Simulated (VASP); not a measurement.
# GaN (R3m) in VASP: further runs

The runs below take GaN through single point, with LDA.

Everything below comes from runs of VASP 6.6.1. Logs are shortened: lines on timing, memory, paths and dates and some standing lists are left out, and cuts for length are marked.

### Step 1. The cell of the first run

It takes space group R3m (No. 160, trigonal). The conventional cell has a = 3.150 Å, b = 3.150 Å, c = 7.717 Å, α = 90.00°, β = 90.00°, γ = 120.00°. Within 2.5 Å of Ga (site symmetry 3m) lie 4 N at 1.91 to 1.94 Å. N (site symmetry 3m) has 4 Ga at 1.91 to 1.94 Å within 2.5 Å.

### Step 2. Single point, LDA, non-collinear spin, zero start, spin-orbit coupling (atom 1 moved by [0.01, 0.01, 0.01] A)

Contents of INCAR:

```
SYSTEM = GaN
PREC     = Accurate       ! precision mode
ENCUT    = 520            ! plane-wave cutoff, eV
EDIFF    = 1E-6           ! SCF threshold, eV
ISMEAR   = 0              ! smearing method
SIGMA    = 0.01           ! smearing width, eV
LREAL    = .FALSE.        ! projectors in reciprocal space
LASPH    = .TRUE.         ! aspherical terms in the spheres
NELM     = 150            ! most SCF steps
ALGO     = Normal         ! electronic algorithm
ISIF     = 2              ! what is computed and relaxed
LWAVE    = .FALSE.        ! write WAVECAR
LCHARG   = .FALSE.        ! write CHGCAR
LNONCOLLINEAR= .TRUE.         ! non-collinear magnetism
MAGMOM   = 0 0 0 0 0 0    ! initial moments
LORBIT   = 11             ! projections on sites
LSORBIT  = .TRUE.         ! spin-orbit coupling
GGA_COMPAT= .FALSE.      
LORBMOM  = .TRUE.       
GGA      = CA             ! functional
NBANDS   = 30             ! bands
```

Contents of KPOINTS:

```
Automatic mesh
0
G
  10 10 10
  0 0 0
```

Contents of POSCAR:

```
GaN
1.0
    0.0000000000      2.2277045316      2.2277045316
    2.2277045316      0.0000000000      2.2277045316
    2.2277045316      2.2277045316      0.0000000000
Ga N
1 1
Direct
    0.0022444628      0.0022444628      0.0022444628
    0.2500000000      0.2500000000      0.2500000000
```

Potentials or basis: VASP PAW LDA potentials, release 64 (Ga_d, N).

Run with:

```console
$ cat potpaw_LDA.64/Ga_d/POTCAR potpaw_LDA.64/N/POTCAR > POTCAR
$ mpirun -np 1 vasp_ncl > vasp.out
```

OUTCAR:

```text
SYSTEM = GaN
   PREC = Accurate
   ENCUT = 520
   EDIFF = 1E-6
   ISMEAR = 0
   LREAL = .FALSE.
   LASPH = .TRUE.
   NELM = 150
   ISIF = 2
   LNONCOLLINEAR = .TRUE.
   LORBIT = 11
   LSORBIT = .TRUE.
   GGA = CA

 ion  position               nearest neighbor table
   1  0.002  0.002  0.002-   2 1.91   2 1.94   2 1.94   2 1.94
   2  0.250  0.250  0.250-   1 1.91   1 1.94   1 1.94   1 1.94

  LATTYP: Found a face centered cubic cell.
 ALAT       =     4.4554090632

  Lattice vectors:

 A1 = (   0.0000000000,   2.2277045316,   2.2277045316)
 A2 = (   2.2277045316,   0.0000000000,   2.2277045316)
 A3 = (   2.2277045316,   2.2277045316,   0.0000000000)

Analysis of symmetry for initial positions (statically):
=====================================================================
 Subroutine PRICEL returns:
 Original cell was already a primitive cell.

 Routine SETGRP: Setting up the symmetry group for a
 face centered cubic supercell.

 Subroutine GETGRP returns: Found  6 space group operations
 (whereof  6 operations were pure point group operations)
 out of a pool of 48 trial point group operations.

The static configuration has the point symmetry C_3v.

Analysis of symmetry for dynamics (positions and initial velocities):
=====================================================================
 Subroutine PRICEL returns:
 Original cell was already a primitive cell.

 Routine SETGRP: Setting up the symmetry group for a
 face centered cubic supercell.

 Subroutine GETGRP returns: Found  6 space group operations
 (whereof  6 operations were pure point group operations)
 out of a pool of 48 trial point group operations.

The dynamic configuration has the point symmetry C_3v.

Analysis of structural, dynamic, and magnetic symmetry:
=====================================================================
 Subroutine PRICEL returns:
 Original cell was already a primitive cell.

 Routine SETGRP: Setting up the symmetry group for a
 face centered cubic supercell.

 Subroutine GETGRP returns: Found  6 space group operations
 (whereof  6 operations were pure point group operations)
 out of a pool of 48 trial point group operations.

The overall configuration has the point symmetry C_3v.

 Subroutine INISYM returns: Found  6 space group operations
 (whereof  6 operations are pure point group operations),
 and found     1 'primitive' translations

----------------------------------------------------------------------------------------

                                     Primitive cell

  volume of cell :      22.1107

  direct lattice vectors                    reciprocal lattice vectors
     0.000000000  2.227704532  2.227704532    -0.224446282  0.224446282  0.224446282
     2.227704532  0.000000000  2.227704532     0.224446282 -0.224446282  0.224446282
     2.227704532  2.227704532  0.000000000     0.224446282  0.224446282 -0.224446282

  length of vectors
     3.150449962  3.150449962  3.150449962     0.388752364  0.388752364  0.388752364

  position of ions in fractional coordinates (direct lattice)
     0.002244463  0.002244463  0.002244463
     0.250000000  0.250000000  0.250000000

  ion indices of the primitive-cell ions
   primitive index   ion index
                 1           1
                 2           2

----------------------------------------------------------------------------------------

 KPOINTS: Automatic mesh

Automatic generation of k-mesh.
 Grid dimensions read from file:
 generate k-points for:   10   10   10

 Generating k-lattice:

  Cartesian coordinates                     Fractional coordinates (reciprocal lattice)
    -0.022444628  0.022444628  0.022444628     0.100000000  0.000000000  0.000000000
     0.022444628 -0.022444628  0.022444628     0.000000000  0.100000000  0.000000000
     0.022444628  0.022444628 -0.022444628     0.000000000  0.000000000  0.100000000

  Length of vectors
     0.038875236  0.038875236  0.038875236

  Shift w.r.t. Gamma in fractional coordinates (k-lattice)
     0.000000000  0.000000000  0.000000000

 Subroutine IBZKPT returns following result:
 ===========================================

 Found    220 irreducible k-points:

 Following reciprocal coordinates:
            Coordinates               Weight
  0.000000  0.000000  0.000000      1.000000
  0.100000  0.000000  0.000000      3.000000
 -0.100000  0.000000  0.000000      3.000000
  0.100000  0.100000  0.100000      1.000000
 -0.100000 -0.100000 -0.100000      1.000000
  0.200000  0.000000  0.000000      3.000000
[... 16 lines left out ...]
 -0.200000 -0.100000  0.000000      6.000000
[... 31 lines left out ...]
   NELECT =      18.0000    total number of electrons
   NUPDOWN=      -1.0000    fix difference up-down
   EMIN   =  10.00;   EMAX   =-10.00  energy-range for DOS
   EFERMI =   0.00;   METHOD = LEGACY
   ISMEAR =     0;   SIGMA  =   0.01  broadening in eV -4-tet -1-fermi 0-gaus
   EFERMI_NEDOS =   21; number of points for ismear=-14 and -15
   IALGO  =     38    algorithm
   IMIX   =      4    mixing-type and parameters
     AMIX     =   0.40;   BMIX     =  1.00
     AMIX_MAG =   1.60;   BMIX_MAG =  1.00
  volume/ion in A,a.u.               =      11.06        74.61
  Fermi-wavevector in a.u.,A,eV,Ry     =   1.528615  2.888663 31.792236  2.336663
  Thomas-Fermi vector in A             =   2.636349
   LORBIT       =     11    0 simple, 1 ext, 2 COOP (PROOUT), +10 PAW based schemes
   GGA     = CA    functional components
   LHFCALC =     F    Hartree Fock is set to
   AEXX    =    0.0000 exact exchange contribution
   IVDW    =     0    specifies the selected vdW correction
   LEPSILON=     F    determine dielectric tensor
   LRPA    =     F    only Hartree local field effects (RPA)
 Gauss-broadening in eV      SIGMA  =   0.01
  energy-cutoff  :      520.00
  volume of cell :       22.11
 maximum number of plane-waves:      1220
   NGX = 11   NGY = 11   NGZ = 11

 number of electron      18.0000000 magnetization       0.0000000      0.0000000      0.0000000

 number of electron      18.0000007 magnetization       0.0000000     -0.0000000      0.0000000

 number of electron      18.0000007 magnetization      -0.0000000      0.0000000     -0.0000000

 Free energy of the ion-electron system (eV)
  ---------------------------------------------------
  ext. energy  EPLUGINS =         0.00000000
  ---------------------------------------------------
  free energy    TOTEN  =       -13.94748913 eV

  energy without entropy =      -13.94748913  energy(sigma->0) =      -13.94748913

 E-fermi :   5.5413     XC(G=0): -12.3036

 val. band max:        5.4418441328   @ k =   0.0000   0.0000   0.0000
 cond. band min:       7.3909789663   @ k =   0.0000   0.0000   0.0000
 fundamental gap:      1.9491348335
 Fermi energy:         5.5413432900

 k-point     1 :       0.0000    0.0000    0.0000
  band No.  band energies     occupation
      1     -10.6901      1.00000
      2     -10.6901      1.00000
      3      -8.3526      1.00000
      4      -8.3526      1.00000
      5      -8.3446      1.00000
      6      -8.3446      1.00000
[... 781 lines left out ...]
     29      24.1591      0.00000
     30      24.1996      0.00000

 [... further k-points ...]
[... 5 lines left out ...]
  --------------------------------------------------------------------------------------
  -------------------------------------------------------------------------------------
  Total        0.1568419      0.1568419      0.1568419      0.0985925      0.0985925      0.0985925
  in kB       11.3650096     11.3650096     11.3650096      7.1441681      7.1441681      7.1441681
  external PRESSURE =      11.3650096 kB  Pullay stress =       0.0000000 kB

 VOLUME and BASIS-vectors are now :
 -----------------------------------------------------------------------------
  energy-cutoff  :      520.00
  volume of cell :       22.11
      direct lattice vectors                 reciprocal lattice vectors
     0.000000000  2.227704532  2.227704532    -0.224446282  0.224446282  0.224446282
     2.227704532  0.000000000  2.227704532     0.224446282 -0.224446282  0.224446282
     2.227704532  2.227704532  0.000000000     0.224446282  0.224446282 -0.224446282

 POSITION                                       TOTAL-FORCE (eV/Angst)
 -----------------------------------------------------------------------------------
      0.01000      0.01000      0.01000        -0.139537     -0.139537     -0.139537
      1.11385      1.11385      1.11385         0.139537      0.139537      0.139537
 -----------------------------------------------------------------------------------
    total drift:                               -0.000440     -0.000440     -0.000440

  FREE ENERGIE OF THE ION-ELECTRON SYSTEM (eV)
  ---------------------------------------------------
  free  energy   TOTEN  =       -13.9474891299 eV

  energy  without entropy=      -13.9474891299  energy(sigma->0) =      -13.94748913

 orbital moment (x)

 # of ion     p       d       tot
 ----------------------------------------
  1        -0.000   0.000   0.000
  2         0.000   0.000   0.000
 ----------------------------------------
           -0.000   0.000   0.000

 orbital moment (y)

 # of ion     p       d       tot
 ----------------------------------------
  1        -0.000  -0.000  -0.000
  2         0.000   0.000   0.000
 ----------------------------------------
           -0.000  -0.000  -0.000

 orbital moment (z)

 # of ion     p       d       tot
 ----------------------------------------
  1         0.000   0.000   0.000
  2         0.000   0.000   0.000
 ----------------------------------------
            0.000   0.000   0.000

 Spin-Orbit-Coupling matrix elements

 Ion:    1  E_soc:     -0.0114684
 l=   1
     0.0000000    -0.0010667    -0.0010667
    -0.0010667     0.0000000    -0.0010667
    -0.0010667    -0.0010667     0.0000000
 l=   2
     0.0000000    -0.0001769     0.0000000    -0.0001769    -0.0006678
    -0.0001769     0.0000000    -0.0005009    -0.0001769    -0.0001670
     0.0000000    -0.0005009     0.0000000    -0.0005009     0.0000000
    -0.0001769    -0.0001769    -0.0005009     0.0000000    -0.0001670
    -0.0006678    -0.0001670     0.0000000    -0.0001670     0.0000000
 l=   3
     0.0000000     0.0000000     0.0000000     0.0000000     0.0000000     0.0000000     0.0000000
     0.0000000     0.0000000     0.0000000     0.0000000     0.0000000     0.0000000     0.0000000
     0.0000000     0.0000000     0.0000000     0.0000000     0.0000000     0.0000000     0.0000000
     0.0000000     0.0000000     0.0000000     0.0000000     0.0000000     0.0000000     0.0000000
     0.0000000     0.0000000     0.0000000     0.0000000     0.0000000     0.0000000     0.0000000
     0.0000000     0.0000000     0.0000000     0.0000000     0.0000000     0.0000000     0.0000000
     0.0000000     0.0000000     0.0000000     0.0000000     0.0000000     0.0000000     0.0000000

 Ion:    2  E_soc:     -0.0000996
 l=   1
     0.0000000    -0.0000166    -0.0000166
    -0.0000166     0.0000000    -0.0000166
    -0.0000166    -0.0000166     0.0000000
 l=   2
     0.0000000     0.0000000     0.0000000     0.0000000     0.0000000
     0.0000000     0.0000000     0.0000000     0.0000000     0.0000000
     0.0000000     0.0000000     0.0000000     0.0000000     0.0000000
     0.0000000     0.0000000     0.0000000     0.0000000     0.0000000
     0.0000000     0.0000000     0.0000000     0.0000000     0.0000000
 l=   3
     0.0000000     0.0000000     0.0000000     0.0000000     0.0000000     0.0000000     0.0000000
     0.0000000     0.0000000     0.0000000     0.0000000     0.0000000     0.0000000     0.0000000
     0.0000000     0.0000000     0.0000000     0.0000000     0.0000000     0.0000000     0.0000000
     0.0000000     0.0000000     0.0000000     0.0000000     0.0000000     0.0000000     0.0000000
     0.0000000     0.0000000     0.0000000     0.0000000     0.0000000     0.0000000     0.0000000
     0.0000000     0.0000000     0.0000000     0.0000000     0.0000000     0.0000000     0.0000000
     0.0000000     0.0000000     0.0000000     0.0000000     0.0000000     0.0000000     0.0000000

 total charge

# of ion       s       p       d       tot
------------------------------------------
    1        0.805   0.953  10.198  11.955
    2        1.209   2.512   0.000   3.721
--------------------------------------------------
tot          2.014   3.465  10.198  15.677

 magnetization (x)

# of ion       s       p       d       tot
------------------------------------------
    1        0.000   0.000   0.000   0.000
    2        0.000   0.000   0.000   0.000
--------------------------------------------------
tot          0.000   0.000   0.000   0.000

 magnetization (y)

# of ion       s       p       d       tot
------------------------------------------
    1        0.000   0.000   0.000   0.000
    2        0.000   0.000   0.000   0.000
--------------------------------------------------
tot          0.000   0.000   0.000   0.000

 magnetization (z)

# of ion       s       p       d       tot
------------------------------------------
    1        0.000   0.000   0.000   0.000
    2        0.000   0.000   0.000   0.000
--------------------------------------------------
tot          0.000   0.000   0.000   0.000
```

Wall time 2 min (1 thread of Intel Xeon 6975P-C (Granite Rapids), shared host); peak memory 0.32 GiB.

What came out:

```
Free energy                                           : -13.9475 eV
Pressure                                              : 1.1 GPa
Largest force                                         : 0.242 eV/Å
Net moment                                            : 0.00 μB per cell
Valence electrons inside the program's atomic spheres : Ga 11.96; N 3.72
```

Forces in eV/Å, atoms in the order of the input:
```
Ga  -0.140 -0.140 -0.140
N    0.140  0.140  0.140
```

Stress tensor (GPa, compression positive):
```
1.14 0.71 0.71
0.71 1.14 0.71
0.71 0.71 1.14
```

Moments on the atoms (μB; x, y, z):
```
Ga  0.00 0.00 0.00
N   0.00 0.00 0.00
```

Caveat: the cell differs from its parent crystal (atom 1 moved by [0.01, 0.01, 0.01] A).

### Step 3. Single point, LDA, non-collinear spin, zero start, spin-orbit coupling (atom 1 moved by [-0.01, -0.01, -0.01] A)

Contents of INCAR:

```
  ALGO = Normal
  EDIFF = 1E-6
  ENCUT = 520
  GGA = CA
  GGA_COMPAT = F
  ISIF = 2
  ISMEAR = 0
  LASPH = T
  LCHARG = T
  LORBIT = 11
  LORBMOM = T
  LREAL = F
  LSORBIT = T
  LVHAR = T
  LWAVE = F
  MAGMOM = 0 0 0 0 0 0
  NBANDS = 30
  NELM = 150
  PREC = Accurate
  SIGMA = 0.01
```

Contents of KPOINTS:

```
k-points
0
Gamma
  10 10 10
```

POSCAR: that of step 2 with these lines changed.

```diff
@@ -8,3 +8,3 @@
 Direct
-    0.0022444628      0.0022444628      0.0022444628
+   -0.0022444628     -0.0022444628     -0.0022444628
     0.2500000000      0.2500000000      0.2500000000
```

Potentials or basis: VASP PAW LDA potentials, release 64 (Ga_d, N).

Run with:

```console
$ cat potpaw_LDA.64/Ga_d/POTCAR potpaw_LDA.64/N/POTCAR > POTCAR
$ mpirun -np 1 vasp_ncl > vasp.out
```

Wall time 1.8 min (1 thread of Intel Xeon 6975P-C (Granite Rapids), shared host); peak memory 0.32 GiB.

The run converged. Its results:

```
Free energy                                           : -13.9476 eV
Pressure                                              : 1.1 GPa
Largest force                                         : 0.221 eV/Å
Net moment                                            : 0.00 μB per cell
Valence electrons inside the program's atomic spheres : Ga 11.96; N 3.72
```

Forces in eV/Å, atoms in the order of the input:
```
Ga   0.128  0.128  0.128
N   -0.128 -0.128 -0.128
```

Stress tensor (GPa, compression positive):
```
 1.13 -0.65 -0.65
-0.65  1.13 -0.65
-0.65 -0.65  1.13
```

Moments on the atoms (μB; x, y, z):
```
Ga  0.00 0.00 0.00
N   0.00 0.00 0.00
```

Caveat: the cell differs from its parent crystal (atom 1 moved by [-0.01, -0.01, -0.01] A).
